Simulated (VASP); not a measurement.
# MgS (P6_3mc) in VASP: a series of runs

Aim: see how the results for MgS move with the level of theory and the settings. Levels: PBEsol, PBE. Tasks: single point.

Everything below comes from runs of VASP 6.6.1. Logs are shortened: lines on timing, memory, paths and dates and some standing lists are left out, and cuts for length are marked.

## (1) The cell of the first run

The structure is hexagonal, space group P6_3mc (No. 186). Conventional cell: a = 4.026 Å, b = 4.026 Å, c = 6.423 Å, α = 90.00°, β = 90.00°, γ = 120.00°. Within 3.2 Å of Mg (site symmetry 3m) lie 4 S at 2.45 Å. Within 3.2 Å of S (site symmetry 3m) lie 4 Mg at 2.45 Å.

## (2) Single point, PBEsol

Input file INCAR:

```
SYSTEM = MgS
  PREC = Accurate
  ENCUT = 520
  EDIFF = 1E-7
  ISMEAR = -1
  SIGMA = 0.02
  LREAL = .False.
  LASPH = .True.
  NELM = 80
  ALGO = Normal
  ISIF = 2
  LWAVE = .False.
  LCHARG = .False.
  GGA = PS
  NBANDS = 16
```

Input file KPOINTS:

```
regular mesh
0
Gamma
  6 6 4
  0 0 0
```

Input file POSCAR:

```
MgS
1.0
    4.0263198152      0.0000000000      0.0000000000
   -2.0131599076      3.4868952437      0.0000000000
    0.0000000000      0.0000000000      6.4228876400
Mg S
2 2
Direct
    0.6666666667      0.3333333333      0.4965677113
    0.3333333333      0.6666666667      0.9965677113
    0.3333333333      0.6666666667      0.3784312887
    0.6666666667      0.3333333333      0.8784312887
```

Potentials or basis: VASP PAW PBE potentials, release 64 (Mg, S).

Launch:

```sh
$ cat potpaw_PBE.64/Mg/POTCAR potpaw_PBE.64/S/POTCAR > POTCAR
$ mpirun -np 1 vasp_std > vasp.out
```

OUTCAR:

```text
SYSTEM = MgS
   PREC = Accurate
   ENCUT = 520
   EDIFF = 1E-7
   ISMEAR = -1
   LREAL = .False.
   LASPH = .True.
   NELM = 80
   ISIF = 2
   GGA = PS

 ion  position               nearest neighbor table
   1  0.667  0.333  0.497-   3 2.45   3 2.45   3 2.45   4 2.45
   2  0.333  0.667  0.997-   4 2.45   4 2.45   4 2.45   3 2.45
   3  0.333  0.667  0.378-   1 2.45   1 2.45   1 2.45   2 2.45
   4  0.667  0.333  0.878-   2 2.45   2 2.45   2 2.45   1 2.45

  LATTYP: Found a hexagonal cell.
 ALAT       =     4.0263198152
 C/A-ratio  =     1.5952254006

  Lattice vectors:

 A1 = (   4.0263198152,   0.0000000000,   0.0000000000)
 A2 = (  -2.0131599076,   3.4868952437,   0.0000000000)
 A3 = (   0.0000000000,   0.0000000000,   6.4228876400)

Analysis of symmetry for initial positions (statically):
=====================================================================
 Subroutine PRICEL returns:
 Original cell was already a primitive cell.

 Routine SETGRP: Setting up the symmetry group for a
 hexagonal supercell.

 Subroutine GETGRP returns: Found 12 space group operations
 (whereof  6 operations were pure point group operations)
 out of a pool of 24 trial point group operations.

The static configuration has the point symmetry C_3v.
 The point group associated with its full space group is C_6v.

Analysis of symmetry for dynamics (positions and initial velocities):
=====================================================================
 Subroutine PRICEL returns:
 Original cell was already a primitive cell.

 Routine SETGRP: Setting up the symmetry group for a
 hexagonal supercell.

 Subroutine GETGRP returns: Found 12 space group operations
 (whereof  6 operations were pure point group operations)
 out of a pool of 24 trial point group operations.

The dynamic configuration has the point symmetry C_3v.
 The point group associated with its full space group is C_6v.

 Subroutine INISYM returns: Found 12 space group operations
 (whereof  6 operations are pure point group operations),
 and found     1 'primitive' translations

----------------------------------------------------------------------------------------

                                     Primitive cell

  volume of cell :      90.1732

  direct lattice vectors                    reciprocal lattice vectors
     4.026319815  0.000000000  0.000000000     0.248365765  0.143394041  0.000000000
    -2.013159908  3.486895244  0.000000000     0.000000000  0.286788082  0.000000000
     0.000000000  0.000000000  6.422887640     0.000000000  0.000000000  0.155693211

  length of vectors
     4.026319815  4.026319815  6.422887640     0.286788082  0.286788082  0.155693211

  position of ions in fractional coordinates (direct lattice)
     0.666666667  0.333333333  0.496567711
     0.333333333  0.666666667  0.996567711
     0.333333333  0.666666667  0.378431289
     0.666666667  0.333333333  0.878431289

  ion indices of the primitive-cell ions
   primitive index   ion index
                 1           1
                 2           2
                 3           3
                 4           4

----------------------------------------------------------------------------------------

 KPOINTS: regular mesh

Automatic generation of k-mesh.
 Grid dimensions read from file:
 generate k-points for:    6    6    4

 Generating k-lattice:

  Cartesian coordinates                     Fractional coordinates (reciprocal lattice)
     0.041394294  0.023899007  0.000000000     0.166666667  0.000000000  0.000000000
     0.000000000  0.047798014  0.000000000     0.000000000  0.166666667  0.000000000
     0.000000000  0.000000000  0.038923303     0.000000000  0.000000000  0.250000000

  Length of vectors
     0.047798014  0.047798014  0.038923303

  Shift w.r.t. Gamma in fractional coordinates (k-lattice)
     0.000000000  0.000000000  0.000000000

 Subroutine IBZKPT returns following result:
 ===========================================

 Found     21 irreducible k-points:

 Following reciprocal coordinates:
            Coordinates               Weight
  0.000000  0.000000  0.000000      1.000000
  0.166667 -0.000000  0.000000      6.000000
  0.333333  0.000000  0.000000      6.000000
  0.500000  0.000000  0.000000      3.000000
  0.166667  0.166667  0.000000      6.000000
  0.333333  0.166667  0.000000     12.000000
[... 13 lines left out ...]
  0.333333  0.166667  0.500000     12.000000
  0.333333  0.333333  0.500000      2.000000
   k-points           NKPTS =     21   k-points in BZ     NKDIM =     21   number of bands    NBANDS=     16
   number of dos      NEDOS =    301   number of ions     NIONS =      4
   total plane-waves  NPLWV =  43200
   dimension x,y,z NGX =    30 NGY =   30 NGZ =   48
   dimension x,y,z NGXF=    60 NGYF=   60 NGZF=   96
   ions per type =               2   2
   NGX,Y,Z   is equivalent  to a cutoff of  12.39, 12.39, 12.42 a.u.
   NGXF,Y,Z  is equivalent  to a cutoff of  24.77, 24.77, 24.85 a.u.
 SYSTEM =  MgS
   PREC   = accura    normal or accurate (medium, high low for compatibility)
   ISTART =      0    job   : 0-new  1-cont  2-samecut
   ICHARG =      2    charge: 1-file 2-atom 10-const
   ISPIN  =      1    spin polarized calculation?
   LNONCOLLINEAR =      F non collinear calculations
   LSORBIT =      F    spin-orbit coupling
   LASPH  =      T    aspherical Exc in radial PAW
   ENCUT  =  520.0 eV  38.22 Ry    6.18 a.u.   7.49  7.49 11.94*2*pi/ulx,y,z
   NELM   =     80;   NELMIN=  2; NELMDL= -5     # of ELM steps
   EDIFF  = 0.1E-06   stopping-criterion for ELM
   LREAL  =      F    real-space projection
   EDIFFG = 0.1E-05   stopping-criterion for IOM
   NSW    =      0    number of steps for IOM
   IBRION =     -1    ionic relax: 0-MD 1-quasi-New 2-CG
   NFREE  =      0    steps in history (QN), initial steepest desc. (CG)
   ISIF   =      2    stress and relaxation
   ISYM   =      2    0-nonsym 1-usesym 2-fastsym
   POTIM  = 0.5000    time-step for ionic-motion
   TEBEG  =    0.0;   TEEND  =   0.0 temperature during run
   PSTRESS=    0.0 pullay stress
   NELECT =      16.0000    total number of electrons
   NUPDOWN=      -1.0000    fix difference up-down
   EMIN   =  10.00;   EMAX   =-10.00  energy-range for DOS
   EFERMI =   0.00;   METHOD = LEGACY
   ISMEAR =    -1;   SIGMA  =   0.02  broadening in eV -4-tet -1-fermi 0-gaus
   EFERMI_NEDOS =   21; number of points for ismear=-14 and -15
   IALGO  =     38    algorithm
   IMIX   =      4    mixing-type and parameters
     AMIX     =   0.40;   BMIX     =  1.00
     AMIX_MAG =   1.60;   BMIX_MAG =  1.00
  volume/ion in A,a.u.               =      22.54       152.13
  Fermi-wavevector in a.u.,A,eV,Ry     =   0.919932  1.738419 11.514265  0.846275
  Thomas-Fermi vector in A             =   2.045181
   LORBIT       =      0    0 simple, 1 ext, 2 COOP (PROOUT), +10 PAW based schemes
   GGA     = PS    functional components
   LHFCALC =     F    Hartree Fock is set to
   AEXX    =    0.0000 exact exchange contribution
   IVDW    =     0    specifies the selected vdW correction
   LEPSILON=     F    determine dielectric tensor
   LRPA    =     F    only Hartree local field effects (RPA)
 non-spin polarized calculation
  energy-cutoff  :      520.00
  volume of cell :       90.17
 maximum number of plane-waves:      2451
 NGX is ok and might be reduce to    30
   NGX = 15   NGY = 15   NGZ = 23

 number of electron      16.0000003 magnetization

 Free energy of the ion-electron system (eV)
  ---------------------------------------------------
  ext. energy  EPLUGINS =         0.00000000
  ---------------------------------------------------
  free energy    TOTEN  =       -17.87218253 eV

  energy without entropy =      -17.87218253  energy(sigma->0) =      -17.87218253

 E-fermi :   1.5984     XC(G=0):  -8.5913

 val. band max:        1.1566550418   @ k =   0.0000   0.0000   0.0000
 cond. band min:       4.4695939527   @ k =   0.0000   0.0000   0.0000
 fundamental gap:      3.3129389109
 Fermi energy:         1.5984326536

 k-point     1 :       0.0000    0.0000    0.0000
  band No.  band energies     occupation
      1     -10.2602      2.00000
      2      -9.5084      2.00000
      3      -2.1347      2.00000
      4       0.5903      2.00000
      5       0.5903      2.00000
      6       1.0166      2.00000
[... 8 lines left out ...]
     15       9.6143      0.00000
     16      10.1527      0.00000

 k-point     2 :       0.1667   -0.0000    0.0000
  band No.  band energies     occupation
      1     -10.1240      2.00000
      2      -9.4433      2.00000
      3      -1.9175      2.00000
      4      -0.1922      2.00000
      5       0.2105      2.00000
      6       0.3791      2.00000
[... 8 lines left out ...]
     15       9.7545      0.00000
     16       9.7978      0.00000

 k-point     3 :       0.3333    0.0000    0.0000
  band No.  band energies     occupation
      1      -9.7992      2.00000
      2      -9.3348      2.00000
      3      -1.4835      2.00000
      4      -1.2389      2.00000
      5      -0.8524      2.00000
      6       0.0457      2.00000
[... 8 lines left out ...]
     15       9.7311      0.00000
     16      11.2261      0.00000

 k-point     4 :       0.5000    0.0000    0.0000
  band No.  band energies     occupation
      1      -9.5742      2.00000
      2      -9.3251      2.00000
      3      -1.9065      2.00000
      4      -1.3191      2.00000
      5      -0.7657      2.00000
      6      -0.0959      2.00000
[... 8 lines left out ...]
     15      10.1580      0.00000
     16      12.1415      0.00000
[... 267 lines left out ...]
 k-point    19 :       0.1667    0.1667    0.5000
  band No.  band energies     occupation
      1      -9.6362      2.00000
      2      -9.6362      2.00000
      3      -1.3502      2.00000
      4      -1.3502      2.00000
      5       0.1119      2.00000
      6       0.1119      2.00000
[... 8 lines left out ...]
     15       9.9934      0.00000
     16       9.9934      0.00000

 k-point    20 :       0.3333    0.1667    0.5000
  band No.  band energies     occupation
      1      -9.4487      2.00000
      2      -9.4487      2.00000
      3      -1.8038      2.00000
      4      -1.8038      2.00000
      5      -0.3068      2.00000
      6      -0.3068      2.00000
[... 8 lines left out ...]
     15      10.4728      0.00000
     16      10.4728      0.00000

 k-point    21 :       0.3333    0.3333    0.5000
  band No.  band energies     occupation
      1      -9.3842      2.00000
      2      -9.3842      2.00000
      3      -1.6837      2.00000
      4      -1.6837      2.00000
      5      -0.8809      2.00000
      6      -0.8809      2.00000
[... 8 lines left out ...]
     15      10.3758      0.00000
     16      10.3758      0.00000

------------------------ aborting loop because EDIFF is reached ----------------------------------------

  FORCE on cell =-STRESS in cart. coord.  units (eV):
  Direction    XX          YY          ZZ          XY          YZ          ZX
  --------------------------------------------------------------------------------------
  -------------------------------------------------------------------------------------
  Total       -0.0409112     -0.0409112     -0.0406680      0.0000000     -0.0000000      0.0000000
  in kB       -0.7269007     -0.7269007     -0.7225801      0.0000000     -0.0000000      0.0000000
  external PRESSURE =      -0.7254605 kB  Pullay stress =       0.0000000 kB

 VOLUME and BASIS-vectors are now :
 -----------------------------------------------------------------------------
  energy-cutoff  :      520.00
  volume of cell :       90.17
      direct lattice vectors                 reciprocal lattice vectors
     4.026319815  0.000000000  0.000000000     0.248365765  0.143394041  0.000000000
    -2.013159908  3.486895244  0.000000000     0.000000000  0.286788082  0.000000000
     0.000000000  0.000000000  6.422887640     0.000000000  0.000000000  0.155693211

 POSITION                                       TOTAL-FORCE (eV/Angst)
 -----------------------------------------------------------------------------------
      2.01316      1.16230      3.18940        -0.000000     -0.000000     -0.003410
     -0.00000      2.32460      6.40084        -0.000000     -0.000000     -0.003410
     -0.00000      2.32460      2.43062        -0.000000      0.000000      0.003410
      2.01316      1.16230      5.64207         0.000000     -0.000000      0.003410
 -----------------------------------------------------------------------------------
    total drift:                               -0.000000      0.000000      0.000330

  FREE ENERGIE OF THE ION-ELECTRON SYSTEM (eV)
  ---------------------------------------------------
  free  energy   TOTEN  =       -17.8721825288 eV

  energy  without entropy=      -17.8721825288  energy(sigma->0) =      -17.87218253
```

Run time: 29 s. Hardware: 1 thread of Intel Xeon Platinum 8259CL at 2.50GHz (Skylake/Cascade Lake), shared host; peak memory 0.2 GiB.

Results:

* Free energy: -17.8722 eV
* Pressure: -0.1 GPa
* Largest force: 0.003 eV/Å
* Band gap on the k mesh: 3.31 eV, direct

Forces in eV/Å, atoms in the order of the input:
```
Mg   0.000  0.000 -0.003
Mg   0.000  0.000 -0.003
S    0.000  0.000  0.003
S    0.000  0.000  0.003
```

Levels at points of the mesh, in eV from the valence-band top:
| k point | band 4 | band 5 | band 6 | band 7 | band 8 | band 9 | band 10 | band 11 | band 12 | band 13 |
| --- | --- | --- | --- | --- | --- | --- | --- | --- | --- | --- |
| (0.00, 0.00, 0.00) | -0.57 | -0.57 | -0.14 | -0.14 | 0.00 | 3.31 | 4.60 | 7.42 | 7.42 | 8.16 |
| (0.50, 0.00, 0.00) | -2.48 | -1.92 | -1.25 | -0.96 | -0.46 | 4.60 | 5.07 | 5.71 | 7.40 | 8.20 |
| (0.00, 0.00, 0.50) | -1.96 | -0.36 | -0.36 | -0.36 | -0.36 | 4.81 | 4.81 | 7.53 | 7.53 | 7.56 |
| (0.50, 0.00, 0.50) | -3.17 | -0.89 | -0.89 | -0.82 | -0.82 | 4.51 | 4.51 | 6.21 | 6.21 | 9.15 |

Caveat: the PAW data sets were made with another functional, which shifts forces and pressure a little.

## (3) Single point, PBE

This run uses another cell than the first one, of 23.10 Å³/atom, 1.025 times its volume.

Input file INCAR:

```
PREC = Accurate
ENCUT = 520
EDIFF = 1E-6
ISMEAR = -1
SIGMA = 0.02
LREAL = False
LASPH = True
NELM = 80
ALGO = Normal
ISIF = 2
LWAVE = False
LCHARG = False
GGA = PE
NBANDS = 16
```

Input file KPOINTS:

```
Automatic mesh
0
Gamma
  6 6 4
```

Input file POSCAR:

```
MgS
1.0
    4.0546560541      0.0000000000      0.0000000000
   -2.0273280271      3.5114351465      0.0000000000
    0.0000000000      0.0000000000      6.4907642874
Mg S
2 2
Direct
    0.6666666667      0.3333333333      0.4970164513
    0.3333333333      0.6666666667      0.9970164513
    0.3333333333      0.6666666667      0.3779825487
    0.6666666667      0.3333333333      0.8779825487
```

Potentials or basis: VASP PAW PBE potentials, release 64 (Mg, S).

Launch:

```sh
$ cat potpaw_PBE.64/Mg/POTCAR potpaw_PBE.64/S/POTCAR > POTCAR
$ mpirun -np 1 vasp_std > vasp.out
```

Run time: 28 s. Hardware: 1 thread of Intel Xeon Platinum 8259CL at 2.50GHz (Skylake/Cascade Lake), shared host; peak memory 0.2 GiB.

The run converged. Its results:

| Item | Value |
| --- | --- |
| Free energy | -16.9802 eV |
| Pressure | -0.1 GPa |
| Band gap on the k mesh | 3.37 eV, direct |

Levels at points of the mesh, in eV from the valence-band top:
```tsv
k point	band 6	band 7	band 8	band 9	band 10	band 11
(0.00, 0.00, 0.00)	-0.11	-0.11	0.00	3.37	4.66	7.49
(0.50, 0.00, 0.00)	-1.17	-0.89	-0.43	4.76	5.21	5.75
(0.00, 0.00, 0.50)	-0.32	-0.32	-0.32	4.85	4.85	7.55
(0.50, 0.00, 0.50)	-0.84	-0.77	-0.77	4.65	4.65	6.28
```

PBE gaps usually lie below the measured ones, often by a third to a half.
